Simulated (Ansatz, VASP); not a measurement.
**SnO2 in VASP and in Ansatz**

```
Sn O
1.0
    -1.99949    1.99949    5.10220
     1.99949   -1.99949    5.10220
     1.99949    1.99949   -5.10220
Sn O
2 4
Direct
  0.00000 0.00000 0.00000
  0.75000 0.25000 0.50000
  0.95362 0.45362 0.50000
  0.20362 0.20362 0.00000
  0.54638 0.04638 0.50000
  0.79638 0.79638 0.00000
```

Alike in both runs: functional r2SCAN; k mesh 10 × 10 × 10; occupations gaussian, width 0.02 eV; no spin polarisation.

Ansatz relaxed the structure, and its values are those at the end. VASP's run is a single point on that final structure, the one shown.

|  | VASP | Ansatz |
| --- | --- | --- |
| version | VASP 6.6.1 | Ansatz 0.2.0 |
| potentials or method | VASP PAW PBE potentials, release 64 (Sn_d, O), cutoff 520 eV | scalar-relativistic, plane waves, PAW |
| valence electrons in the cell | 52 | 52 |

```csv
,VASP,Ansatz,Ansatz less VASP
gap on the k mesh at the Fermi level (eV),2.36,2.34,-0.025
least direct gap on the mesh (eV),2.77,2.74,-0.026
pressure (GPa),1.0,0.0,-1.00
rms of the force components (eV/Å),0.021,0.001,-0.0205
```

VASP's potentials were made for PBE, not for r2SCAN.
